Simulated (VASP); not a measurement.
# CaB2 (I4/mmm) in VASP: further runs

The runs below take CaB2 through single point, relaxation of cell and atoms, with PBE.

All numbers are computed with VASP 6.6.1; they aren't measurements. Logs are shortened: lines on timing, memory, paths and dates and some standing lists are left out, and cuts for length are marked.

## 1. The cell of the first run

The structure is tetragonal, space group I4/mmm (No. 139). Conventional cell: a = 2.775 Å, b = 2.775 Å, c = 9.392 Å, α = 90.00°, β = 90.00°, γ = 90.00°. Within 3.5 Å of Ca (site symmetry 4/mmm) lie 10 B at 2.64 to 2.85 Å and 4 Ca at 2.78 Å. Within 2.7 Å of B (site symmetry 4mm) lie 4 B at 2.05 Å and 1 Ca at 2.64 Å.

## 2. Single point, PBE

File INCAR:

```
  PREC = Accurate
  ENCUT = 520
  EDIFF = 1E-7
  ISMEAR = 0
  SIGMA = 0.1
  LREAL = False
  LASPH = True
  NELM = 100
  ALGO = Normal
  ISIF = 2
  LWAVE = False
  LCHARG = False
  GGA = PE
  NBANDS = 15
```

File KPOINTS:

```
regular mesh
0
Gamma
  8 8 8
```

File POSCAR:

```
CaB2
1.0
   -1.3877155237      1.3877155237      4.6961442596
    1.3877155237     -1.3877155237      4.6961442596
    1.3877155237      1.3877155237     -4.6961442596
Ca B
1 2
Direct
    0.0000000000      0.0000000000      0.0000000000
    0.7193500304      0.7193500304      0.0000000000
    0.2806499696      0.2806499696      0.0000000000
```

Potentials or basis: VASP PAW PBE potentials, release 64 (Ca_sv, B).

The run is started by

```sh
> cat potpaw_PBE.64/Ca_sv/POTCAR potpaw_PBE.64/B/POTCAR > POTCAR
> mpirun -np 1 vasp_std > vasp.out
```

OUTCAR:

```text
PREC = Accurate
   ENCUT = 520
   EDIFF = 1E-7
   ISMEAR = 0
   LREAL = False
   LASPH = True
   NELM = 100
   ISIF = 2
   GGA = PE

 ion  position               nearest neighbor table
   1  0.000  0.000  0.000-   2 2.64   3 2.64
   2  0.719  0.719  0.000-   3 2.05   3 2.05   3 2.05   3 2.05   1 2.64
   3  0.281  0.281  0.000-   2 2.05   2 2.05   2 2.05   2 2.05   1 2.64

  LATTYP: Found a body centered tetragonal cell.
 ALAT       =     2.7754310474
 C/A-ratio  =     3.3840828177

  Lattice vectors:

 A1 = (  -1.3877155237,   1.3877155237,   4.6961442596)
 A2 = (   1.3877155237,  -1.3877155237,   4.6961442596)
 A3 = (   1.3877155237,   1.3877155237,  -4.6961442596)

Analysis of symmetry for initial positions (statically):
=====================================================================
 Subroutine PRICEL returns:
 Original cell was already a primitive cell.

 Routine SETGRP: Setting up the symmetry group for a
 body centered tetragonal supercell.

 Subroutine GETGRP returns: Found 16 space group operations
 (whereof 16 operations were pure point group operations)
 out of a pool of 16 trial point group operations.

The static configuration has the point symmetry D_4h.

Analysis of symmetry for dynamics (positions and initial velocities):
=====================================================================
 Subroutine PRICEL returns:
 Original cell was already a primitive cell.

 Routine SETGRP: Setting up the symmetry group for a
 body centered tetragonal supercell.

 Subroutine GETGRP returns: Found 16 space group operations
 (whereof 16 operations were pure point group operations)
 out of a pool of 16 trial point group operations.

The dynamic configuration has the point symmetry D_4h.

 Subroutine INISYM returns: Found 16 space group operations
 (whereof 16 operations are pure point group operations),
 and found     1 'primitive' translations

----------------------------------------------------------------------------------------

                                     Primitive cell

  volume of cell :      36.1745

  direct lattice vectors                    reciprocal lattice vectors
    -1.387715524  1.387715524  4.696144260     0.000000000  0.360304393  0.106470324
     1.387715524 -1.387715524  4.696144260     0.360304393  0.000000000  0.106470324
     1.387715524  1.387715524 -4.696144260     0.360304393  0.360304393  0.000000000

  length of vectors
     5.089722945  5.089722945  5.089722945     0.375706249  0.375706249  0.509547360

  position of ions in fractional coordinates (direct lattice)
     0.000000000  0.000000000  0.000000000
     0.719350030  0.719350030  0.000000000
     0.280649970  0.280649970  0.000000000

  ion indices of the primitive-cell ions
   primitive index   ion index
                 1           1
                 2           2
                 3           3

----------------------------------------------------------------------------------------

 KPOINTS: regular mesh

Automatic generation of k-mesh.
 Grid dimensions read from file:
 generate k-points for:    8    8    8

 Generating k-lattice:

  Cartesian coordinates                     Fractional coordinates (reciprocal lattice)
     0.000000000  0.045038049  0.013308790     0.125000000  0.000000000  0.000000000
     0.045038049  0.000000000  0.013308790     0.000000000  0.125000000  0.000000000
     0.045038049  0.045038049  0.000000000     0.000000000  0.000000000  0.125000000

  Length of vectors
     0.046963281  0.046963281  0.063693420

  Shift w.r.t. Gamma in fractional coordinates (k-lattice)
     0.000000000  0.000000000  0.000000000

 Subroutine IBZKPT returns following result:
 ===========================================

 Found     59 irreducible k-points:

 Following reciprocal coordinates:
            Coordinates               Weight
  0.000000  0.000000  0.000000      1.000000
  0.125000  0.000000 -0.000000      8.000000
  0.250000  0.000000 -0.000000      8.000000
  0.375000  0.000000 -0.000000      8.000000
  0.500000  0.000000 -0.000000      4.000000
  0.125000  0.125000 -0.000000      8.000000
[... 16 lines left out ...]
  0.250000  0.125000  0.125000     16.000000
  0.375000  0.125000  0.125000      8.000000
 [... further k-points ...]
   k-points           NKPTS =     59   k-points in BZ     NKDIM =     59   number of bands    NBANDS=     15
   number of dos      NEDOS =    301   number of ions     NIONS =      3
   total plane-waves  NPLWV =  64000
   dimension x,y,z NGX =    40 NGY =   40 NGZ =   40
   dimension x,y,z NGXF=    80 NGYF=   80 NGZF=   80
   ions per type =               1   2
   NGX,Y,Z   is equivalent  to a cutoff of  13.07, 13.07, 13.07 a.u.
   NGXF,Y,Z  is equivalent  to a cutoff of  26.13, 26.13, 26.13 a.u.
 SYSTEM =  unknown system
   PREC   = accura    normal or accurate (medium, high low for compatibility)
   ISTART =      0    job   : 0-new  1-cont  2-samecut
   ICHARG =      2    charge: 1-file 2-atom 10-const
   ISPIN  =      1    spin polarized calculation?
   LNONCOLLINEAR =      F non collinear calculations
   LSORBIT =      F    spin-orbit coupling
   LASPH  =      T    aspherical Exc in radial PAW
   ENCUT  =  520.0 eV  38.22 Ry    6.18 a.u.   9.46  9.46  9.46*2*pi/ulx,y,z
   NELM   =    100;   NELMIN=  2; NELMDL= -5     # of ELM steps
   EDIFF  = 0.1E-06   stopping-criterion for ELM
   LREAL  =      F    real-space projection
   EDIFFG = 0.1E-05   stopping-criterion for IOM
   NSW    =      0    number of steps for IOM
   IBRION =     -1    ionic relax: 0-MD 1-quasi-New 2-CG
   NFREE  =      0    steps in history (QN), initial steepest desc. (CG)
   ISIF   =      2    stress and relaxation
   ISYM   =      2    0-nonsym 1-usesym 2-fastsym
   POTIM  = 0.5000    time-step for ionic-motion
   TEBEG  =    0.0;   TEEND  =   0.0 temperature during run
   PSTRESS=    0.0 pullay stress
   NELECT =      16.0000    total number of electrons
   NUPDOWN=      -1.0000    fix difference up-down
   EMIN   =  10.00;   EMAX   =-10.00  energy-range for DOS
   EFERMI =   0.00;   METHOD = LEGACY
   ISMEAR =     0;   SIGMA  =   0.10  broadening in eV -4-tet -1-fermi 0-gaus
   EFERMI_NEDOS =   21; number of points for ismear=-14 and -15
   IALGO  =     38    algorithm
   IMIX   =      4    mixing-type and parameters
     AMIX     =   0.40;   BMIX     =  1.00
     AMIX_MAG =   1.60;   BMIX_MAG =  1.00
  volume/ion in A,a.u.               =      12.06        81.37
  Fermi-wavevector in a.u.,A,eV,Ry     =   1.247328  2.357108 21.168318  1.555827
  Thomas-Fermi vector in A             =   2.381465
   LORBIT       =      0    0 simple, 1 ext, 2 COOP (PROOUT), +10 PAW based schemes
   GGA     = PE    functional components
   LHFCALC =     F    Hartree Fock is set to
   AEXX    =    0.0000 exact exchange contribution
   IVDW    =     0    specifies the selected vdW correction
   LEPSILON=     F    determine dielectric tensor
   LRPA    =     F    only Hartree local field effects (RPA)
 non-spin polarized calculation
 Gauss-broadening in eV      SIGMA  =   0.10
  energy-cutoff  :      520.00
  volume of cell :       36.17
 maximum number of plane-waves:       986
 NGX is ok and might be reduce to    40
   NGX = 19   NGY = 19   NGZ = 19

 number of electron      16.0000000 magnetization

 Free energy of the ion-electron system (eV)
  ---------------------------------------------------
  ext. energy  EPLUGINS =         0.00000000
  ---------------------------------------------------
  free energy    TOTEN  =       -12.50213353 eV

  energy without entropy =      -12.49319484  energy(sigma->0) =      -12.49766418

 E-fermi :   5.2655     XC(G=0): -11.0156

 val. band max:        5.2332428107   @ k =   0.3750   0.0000  -0.0000
 cond. band min:       5.2717756092   @ k =   0.2500   0.2500   0.1250
 fundamental gap:      0.0385327986
 Fermi energy:         5.2654650497

 k-point     1 :       0.0000    0.0000    0.0000
  band No.  band energies     occupation
      1     -35.0442      2.00000
      2     -16.0138      2.00000
      3     -15.3663      2.00000
      4     -15.3663      2.00000
      5      -6.4497      2.00000
      6       1.7983      2.00000
      7       3.7784      2.00000
      8       5.8556      0.00000
      9       5.8556      0.00000
     10       6.8818      0.00000
     11      11.0579      0.00000
     12      12.1830      0.00000
     13      12.5510      0.00000
     14      12.5510      0.00000
     15      13.1453      0.00000

 k-point     2 :       0.1250    0.0000   -0.0000
  band No.  band energies     occupation
      1     -35.0078      2.00000
      2     -15.9783      2.00000
      3     -15.6209      2.00000
      4     -15.3444      2.00000
      5      -6.1705      2.00000
      6       1.7953      2.00000
      7       4.2470      2.00000
      8       4.5163      2.00000
      9       6.1333      0.00000
     10       7.1662      0.00000
     11      11.0298      0.00000
     12      12.1749      0.00000
     13      12.4581      0.00000
     14      12.6181      0.00000
     15      12.8936      0.00000

 k-point     3 :       0.2500    0.0000   -0.0000
  band No.  band energies     occupation
      1     -34.9184      2.00000
      2     -16.2005      2.00000
      3     -15.8905      2.00000
      4     -15.2907      2.00000
      5      -5.3689      2.00000
      6       1.6644      2.00000
      7       2.4180      2.00000
      8       5.1314      1.94198
      9       6.9515      0.00000
     10       7.4963      0.00000
     11      10.8414      0.00000
     12      11.3994      0.00000
     13      12.0029      0.00000
     14      12.5628      0.00000
     15      12.7308      0.00000
[... 343 lines left out ...]
 k-point    23 :       0.2500    0.1250    0.1250
  band No.  band energies     occupation
      1     -34.7084      2.00000
      2     -16.6026      2.00000
      3     -15.9988      2.00000
      4     -15.6849      2.00000
      5      -3.1806      2.00000
      6       0.4122      2.00000
      7       3.2649      2.00000
      8       4.4528      2.00000
      9       5.1516      1.89261
     10       8.1183      0.00000
     11       9.0115      0.00000
     12      10.1287      0.00000
     13      10.7995      0.00000
     14      11.0833      0.00000
     15      13.2640      0.00000

 k-point    24 :       0.3750    0.1250    0.1250
  band No.  band energies     occupation
      1     -34.6711      2.00000
      2     -16.8067      2.00000
      3     -15.9648      2.00000
      4     -15.6493      2.00000
      5      -1.7028      2.00000
      6      -1.4052      2.00000
      7       3.8276      2.00000
      8       4.4293      2.00000
      9       6.0011      0.00000
     10       6.5370      0.00000
     11       8.7420      0.00000
     12       9.7814      0.00000
     13      10.6842      0.00000
     14      10.9160      0.00000
     15      13.6211      0.00000

 [... further k-points ...]
[... 5 lines left out ...]
  --------------------------------------------------------------------------------------
  -------------------------------------------------------------------------------------
  Total        0.0727426      0.0727426      0.1441511      0.0000000      0.0000000      0.0000000
  in kB        3.2217870      3.2217870      6.3844907      0.0000000      0.0000000      0.0000000
  external PRESSURE =       4.2760216 kB  Pullay stress =       0.0000000 kB

 VOLUME and BASIS-vectors are now :
 -----------------------------------------------------------------------------
  energy-cutoff  :      520.00
  volume of cell :       36.17
      direct lattice vectors                 reciprocal lattice vectors
    -1.387715524  1.387715524  4.696144260     0.000000000  0.360304393  0.106470324
     1.387715524 -1.387715524  4.696144260     0.360304393  0.000000000  0.106470324
     1.387715524  1.387715524 -4.696144260     0.360304393  0.360304393  0.000000000

 POSITION                                       TOTAL-FORCE (eV/Angst)
 -----------------------------------------------------------------------------------
      0.00000      0.00000      0.00000        -0.000000     -0.000000     -0.000000
      0.00000      0.00000      6.75634         0.000000      0.000000      0.004226
      0.00000      0.00000      2.63595        -0.000000     -0.000000     -0.004226
 -----------------------------------------------------------------------------------
    total drift:                               -0.000000      0.000000     -0.000000

  FREE ENERGIE OF THE ION-ELECTRON SYSTEM (eV)
  ---------------------------------------------------
  free  energy   TOTEN  =       -12.5021335325 eV

  energy  without entropy=      -12.4931948369  energy(sigma->0) =      -12.49766418
```

Run time: 31 s. Hardware: 1 thread of Intel Xeon 6975P-C (Granite Rapids), shared host; peak memory 0.24 GiB.

What came out:

```yaml
Free_energy: -12.5021 eV
Pressure: 0.4 GPa
Largest_force: 0.004 eV/Å
Band_gap_on_the_k_mesh: zero (band 8 reaches 6.46 eV, above the bottom of band 9 at 4.21 eV)
```

Forces in eV/Å, atoms in the order of the input:
```
Ca   0.000  0.000  0.000
B    0.000  0.000  0.004
B    0.000  0.000 -0.004
```

Levels at points of the mesh, in eV from the Fermi level:
```csv
k point,band 4,band 5,band 6,band 7,band 8,band 9,band 10,band 11,band 12,band 13
"(0.00, 0.00, 0.00)",-20.63,-11.72,-3.47,-1.49,0.59,0.59,1.62,5.79,6.92,7.29
"(0.50, 0.00, 0.00)",-20.48,-7.93,-7.48,-1.90,-0.77,2.06,4.10,4.95,5.66,5.90
"(0.50, 0.50, 0.00)",-20.80,-5.04,-4.67,-3.73,-2.65,-1.06,1.78,2.27,4.56,4.61
"(0.50, 0.50, 0.50)",-20.63,-11.08,-5.52,0.81,0.88,0.88,1.54,3.61,6.09,6.09
```

Caveat: the k points lie up to 0.40 Å⁻¹ apart.

(Part 1 of 2 ends here.)
